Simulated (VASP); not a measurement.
# La (Pm-3m) in VASP: single point with PBEsol

Aim: the single point of La with PBEsol.

Program: VASP 6.6.1. These are calculated values, not measurements. Logs are shortened: lines on timing, memory, paths and dates and some standing lists are left out, and cuts for length are marked.

## (1) The cell of the first run

It takes space group Pm-3m (No. 221, cubic). The conventional cell has a = 3.760 Å, b = 3.760 Å, c = 3.760 Å, α = 90.00°, β = 90.00°, γ = 90.00°. Within 4.9 Å of La (site symmetry m-3m) lie 6 La at 3.76 Å.

## (2) Single point, PBEsol

INCAR

```
  ALGO = Normal
  EDIFF = 1E-7
  ENCUT = 520
  GGA = PS
  ISIF = 2
  ISMEAR = 1
  LASPH = True
  LCHARG = True
  LELF = True
  LREAL = False
  LVHAR = True
  LWAVE = False
  NBANDS = 12
  NELM = 60
  PREC = Accurate
  SIGMA = 0.1
```

KPOINTS

```
k-points
0
Gamma
  6 6 6
```

POSCAR

```
La
1.0
    3.7600000000      0.0000000000      0.0000000000
    0.0000000000      3.7600000000      0.0000000000
    0.0000000000      0.0000000000      3.7600000000
La
1
Direct
    0.5000000000      0.5000000000      0.5000000000
```

Potentials or basis: VASP PAW PBE potentials, release 64 (La).

On the command line:

```
> cat potpaw_PBE.64/La/POTCAR > POTCAR
> mpirun -np 1 vasp_std > vasp.out
```

OUTCAR:

```text
EDIFF = 1E-7
   ENCUT = 520
   GGA = PS
   ISIF = 2
   ISMEAR = 1
   LASPH = True
   LREAL = False
   NELM = 60
   PREC = Accurate

 ion  position               nearest neighbor table
   1  0.500  0.500  0.500-

  LATTYP: Found a simple cubic cell.
 ALAT       =     3.7600000000

  Lattice vectors:

 A1 = (   3.7600000000,   0.0000000000,   0.0000000000)
 A2 = (   0.0000000000,   3.7600000000,   0.0000000000)
 A3 = (   0.0000000000,   0.0000000000,   3.7600000000)

Analysis of symmetry for initial positions (statically):
=====================================================================
 Subroutine PRICEL returns:
 Original cell was already a primitive cell.

 Routine SETGRP: Setting up the symmetry group for a
 simple cubic supercell.

 Subroutine GETGRP returns: Found 48 space group operations
 (whereof 48 operations were pure point group operations)
 out of a pool of 48 trial point group operations.

The static configuration has the point symmetry O_h .

Analysis of symmetry for dynamics (positions and initial velocities):
=====================================================================
 Subroutine PRICEL returns:
 Original cell was already a primitive cell.

 Routine SETGRP: Setting up the symmetry group for a
 simple cubic supercell.

 Subroutine GETGRP returns: Found 48 space group operations
 (whereof 48 operations were pure point group operations)
 out of a pool of 48 trial point group operations.

The dynamic configuration has the point symmetry O_h .

 Subroutine INISYM returns: Found 48 space group operations
 (whereof 48 operations are pure point group operations),
 and found     1 'primitive' translations

----------------------------------------------------------------------------------------

                                     Primitive cell

  volume of cell :      53.1574

  direct lattice vectors                    reciprocal lattice vectors
     3.760000000  0.000000000  0.000000000     0.265957447  0.000000000  0.000000000
     0.000000000  3.760000000  0.000000000     0.000000000  0.265957447  0.000000000
     0.000000000  0.000000000  3.760000000     0.000000000  0.000000000  0.265957447

  length of vectors
     3.760000000  3.760000000  3.760000000     0.265957447  0.265957447  0.265957447

  position of ions in fractional coordinates (direct lattice)
     0.500000000  0.500000000  0.500000000

  ion indices of the primitive-cell ions
   primitive index   ion index
                 1           1

----------------------------------------------------------------------------------------

 KPOINTS: k-points

Automatic generation of k-mesh.
 Grid dimensions read from file:
 generate k-points for:    6    6    6

 Generating k-lattice:

  Cartesian coordinates                     Fractional coordinates (reciprocal lattice)
     0.044326241  0.000000000  0.000000000     0.166666667  0.000000000  0.000000000
     0.000000000  0.044326241  0.000000000     0.000000000  0.166666667  0.000000000
     0.000000000  0.000000000  0.044326241     0.000000000  0.000000000  0.166666667

  Length of vectors
     0.044326241  0.044326241  0.044326241

  Shift w.r.t. Gamma in fractional coordinates (k-lattice)
     0.000000000  0.000000000  0.000000000

 Subroutine IBZKPT returns following result:
 ===========================================

 Found     20 irreducible k-points:

 Following reciprocal coordinates:
            Coordinates               Weight
  0.000000  0.000000  0.000000      1.000000
  0.166667  0.000000  0.000000      6.000000
  0.333333  0.000000  0.000000      6.000000
  0.500000  0.000000  0.000000      3.000000
  0.166667  0.166667  0.000000     12.000000
  0.333333  0.166667  0.000000     24.000000
[... 12 lines left out ...]
  0.500000  0.500000  0.333333      6.000000
  0.500000  0.500000  0.500000      1.000000
   k-points           NKPTS =     20   k-points in BZ     NKDIM =     20   number of bands    NBANDS=     12
   number of dos      NEDOS =    301   number of ions     NIONS =      1
   total plane-waves  NPLWV =  21952
   dimension x,y,z NGX =    28 NGY =   28 NGZ =   28
   dimension x,y,z NGXF=    56 NGYF=   56 NGZF=   56
   ions per type =               1
   NGX,Y,Z   is equivalent  to a cutoff of  12.38, 12.38, 12.38 a.u.
   NGXF,Y,Z  is equivalent  to a cutoff of  24.76, 24.76, 24.76 a.u.
 SYSTEM =  unknown system
   PREC   = accura    normal or accurate (medium, high low for compatibility)
   ISTART =      0    job   : 0-new  1-cont  2-samecut
   ICHARG =      2    charge: 1-file 2-atom 10-const
   ISPIN  =      1    spin polarized calculation?
   LNONCOLLINEAR =      F non collinear calculations
   LSORBIT =      F    spin-orbit coupling
   LASPH  =      T    aspherical Exc in radial PAW
   ENCUT  =  520.0 eV  38.22 Ry    6.18 a.u.   6.99  6.99  6.99*2*pi/ulx,y,z
   NELM   =     60;   NELMIN=  2; NELMDL= -5     # of ELM steps
   EDIFF  = 0.1E-06   stopping-criterion for ELM
   LREAL  =      F    real-space projection
   EDIFFG = 0.1E-05   stopping-criterion for IOM
   NSW    =      0    number of steps for IOM
   IBRION =     -1    ionic relax: 0-MD 1-quasi-New 2-CG
   NFREE  =      0    steps in history (QN), initial steepest desc. (CG)
   ISIF   =      2    stress and relaxation
   ISYM   =      2    0-nonsym 1-usesym 2-fastsym
   POTIM  = 0.5000    time-step for ionic-motion
   TEBEG  =    0.0;   TEEND  =   0.0 temperature during run
   PSTRESS=    0.0 pullay stress
   NELECT =      11.0000    total number of electrons
   NUPDOWN=      -1.0000    fix difference up-down
   EMIN   =  10.00;   EMAX   =-10.00  energy-range for DOS
   EFERMI =   0.00;   METHOD = LEGACY
   ISMEAR =     1;   SIGMA  =   0.10  broadening in eV -4-tet -1-fermi 0-gaus
   EFERMI_NEDOS =   21; number of points for ismear=-14 and -15
   IALGO  =     38    algorithm
   IMIX   =      4    mixing-type and parameters
     AMIX     =   0.40;   BMIX     =  1.00
     AMIX_MAG =   1.60;   BMIX_MAG =  1.00
  volume/ion in A,a.u.               =      53.16       358.72
  Fermi-wavevector in a.u.,A,eV,Ry     =   0.968318  1.829855 12.757356  0.937639
  Thomas-Fermi vector in A             =   2.098277
   LORBIT       =      0    0 simple, 1 ext, 2 COOP (PROOUT), +10 PAW based schemes
   GGA     = PS    functional components
   LHFCALC =     F    Hartree Fock is set to
   AEXX    =    0.0000 exact exchange contribution
   IVDW    =     0    specifies the selected vdW correction
   LEPSILON=     F    determine dielectric tensor
   LRPA    =     F    only Hartree local field effects (RPA)
 non-spin polarized calculation
 Methfessel and Paxton  Order N= 1 SIGMA  =   0.10
  energy-cutoff  :      520.00
  volume of cell :       53.16
 maximum number of plane-waves:      1472
 NGX is ok and might be reduce to    28
   NGX = 13   NGY = 13   NGZ = 13

 number of electron      10.9999997 magnetization

 Free energy of the ion-electron system (eV)
  ---------------------------------------------------
  ext. energy  EPLUGINS =         0.00000000
  ---------------------------------------------------
  free energy    TOTEN  =        -4.35529782 eV

  energy without entropy =       -4.35337531  energy(sigma->0) =       -4.35465698

 E-fermi :   4.6034     XC(G=0):  -8.2690

 val. band max:        4.5856625651   @ k =   0.5000   0.1667   0.0000
 cond. band min:       4.6362128378   @ k =   0.3333   0.1667   0.0000
 fundamental gap:      0.0505502727
 Fermi energy:         4.6033808789

 k-point     1 :       0.0000    0.0000    0.0000
  band No.  band energies     occupation
      1     -28.9044      2.00000
      2     -12.1486      2.00000
      3     -12.1486      2.00000
      4     -12.1486      2.00000
      5       1.7670      2.00000
      6       3.9939      2.00000
      7       3.9939      2.00000
      8       5.8006     -0.00000
      9       5.8006     -0.00000
     10       5.8007     -0.00000
     11       5.8856     -0.00000
     12       5.8856     -0.00000

 k-point     2 :       0.1667    0.0000    0.0000
  band No.  band energies     occupation
      1     -28.8895      2.00000
      2     -12.3340      2.00000
      3     -12.1327      2.00000
      4     -12.1327      2.00000
      5       2.1768      2.00000
      6       4.1054      2.00000
      7       4.4329      2.03670
      8       5.7646     -0.00000
      9       5.8171     -0.00000
     10       5.8178     -0.00000
     11       5.8212     -0.00000
     12       5.9038     -0.00000

 k-point     3 :       0.3333    0.0000    0.0000
  band No.  band energies     occupation
      1     -28.8595      2.00000
      2     -12.6824      2.00000
      3     -12.1008      2.00000
      4     -12.1008      2.00000
      5       3.0209      2.00000
      6       4.3643      2.00371
      7       5.3838     -0.00000
      8       5.6146     -0.00000
      9       5.6655     -0.00000
     10       5.8440     -0.00000
     11       5.8441     -0.00000
     12       5.9858     -0.00000

 k-point     4 :       0.5000    0.0000    0.0000
  band No.  band energies     occupation
      1     -28.8444      2.00000
      2     -12.8469      2.00000
      3     -12.0847      2.00000
      4     -12.0847      2.00000
      5       3.5615      2.00000
      6       4.5230      1.98221
      7       5.2357     -0.00000
      8       5.5918     -0.00000
      9       5.8534     -0.00000
     10       5.8534     -0.00000
     11       5.9266     -0.00000
     12       5.9629     -0.00000

 k-point     5 :       0.1667    0.1667    0.0000
  band No.  band energies     occupation
      1     -28.8747      2.00000
      2     -12.3234      2.00000
      3     -12.3085      2.00000
      4     -12.1171      2.00000
      5       2.5833      2.00000
      6       4.3746      2.00568
      7       4.6762      0.06156
      8       5.6827     -0.00000
      9       5.7773     -0.00000
     10       5.8065     -0.00000
     11       5.8388     -0.00000
     12       5.9164     -0.00000
[... 168 lines left out ...]
      1     -28.7723      2.00000
      2     -12.5661      2.00000
      3     -12.5482      2.00000
      4     -12.5482      2.00000
      5       4.1102      2.00000
      6       4.8611     -0.00163
      7       4.8611     -0.00163
      8       5.7017     -0.00000
      9       5.7017     -0.00000
     10       5.7559     -0.00000
     11       5.8289     -0.00000
     12       5.9747     -0.00000

 k-point    18 :       0.5000    0.3333    0.3333
  band No.  band energies     occupation
      1     -28.7577      2.00000
      2     -12.7093      2.00000
      3     -12.5388      2.00000
      4     -12.5274      2.00000
      5       4.0363      2.00000
      6       4.5451      1.82458
      7       4.8530     -0.00235
      8       5.7196     -0.00000
      9       5.7499     -0.00000
     10       5.7594     -0.00000
     11       5.8000     -0.00000
     12       6.0095     -0.00000

 k-point    19 :       0.5000    0.5000    0.3333
  band No.  band energies     occupation
      1     -28.7432      2.00000
      2     -12.6867      2.00000
      3     -12.6867      2.00000
      4     -12.5125      2.00000
      5       3.8866      2.00000
      6       4.5559      1.71177
      7       4.5559      1.71177
      8       5.6877     -0.00000
      9       5.7567     -0.00000
     10       5.7855     -0.00000
     11       5.7855     -0.00000
     12       6.0419     -0.00000

 k-point    20 :       0.5000    0.5000    0.5000
  band No.  band energies     occupation
      1     -28.7288      2.00000
      2     -12.6646      2.00000
      3     -12.6646      2.00000
      4     -12.6646      2.00000
      5       4.1770      2.00000
      6       4.1770      2.00000
      7       4.1770      2.00000
      8       5.5620     -0.00000
      9       5.7886     -0.00000
     10       5.7886     -0.00000
     11       5.7886     -0.00000
     12       6.0299     -0.00000

------------------------ aborting loop because EDIFF is reached ----------------------------------------

  FORCE on cell =-STRESS in cart. coord.  units (eV):
  Direction    XX          YY          ZZ          XY          YZ          ZX
  --------------------------------------------------------------------------------------
  -------------------------------------------------------------------------------------
  Total       -1.8236191     -1.8236191     -1.8236191      0.0000000     -0.0000000      0.0000000
  in kB      -54.9643599    -54.9643599    -54.9643599      0.0000000     -0.0000000      0.0000000
  external PRESSURE =     -54.9643599 kB  Pullay stress =       0.0000000 kB

 VOLUME and BASIS-vectors are now :
 -----------------------------------------------------------------------------
  energy-cutoff  :      520.00
  volume of cell :       53.16
      direct lattice vectors                 reciprocal lattice vectors
     3.760000000  0.000000000  0.000000000     0.265957447  0.000000000  0.000000000
     0.000000000  3.760000000  0.000000000     0.000000000  0.265957447  0.000000000
     0.000000000  0.000000000  3.760000000     0.000000000  0.000000000  0.265957447

 POSITION                                       TOTAL-FORCE (eV/Angst)
 -----------------------------------------------------------------------------------
      1.88000      1.88000      1.88000         0.000000      0.000000      0.000000
 -----------------------------------------------------------------------------------
    total drift:                               -0.000000      0.000000      0.000000

  FREE ENERGIE OF THE ION-ELECTRON SYSTEM (eV)
  ---------------------------------------------------
  free  energy   TOTEN  =        -4.3552978212 eV

  energy  without entropy=       -4.3533753070  energy(sigma->0) =       -4.35465698
```

Wall time 38 s (1 thread of AMD EPYC 7R13, shared host); peak memory 0.14 GiB.

What came out:

| Property | Result |
| --- | --- |
| Free energy | -4.3553 eV |
| Pressure | -5.5 GPa |

Levels at points of the mesh, in eV from the Fermi level:
```
           k point  band 4  band 5  band 6  band 7  band 8  band 9
(0.00, 0.00, 0.00)  -16.75   -2.84   -0.61   -0.61    1.20    1.20
(0.50, 0.00, 0.00)  -16.69   -1.04   -0.08    0.63    0.99    1.25
(0.50, 0.50, 0.00)  -16.63   -1.32    0.14    1.00    1.00    1.23
(0.50, 0.50, 0.50)  -17.27   -0.43   -0.43   -0.43    0.96    1.19
```

Caveat: the PAW data sets were made with another functional, which shifts forces and pressure a little; spin-orbit coupling is left out, which moves the levels of the heavy elements.
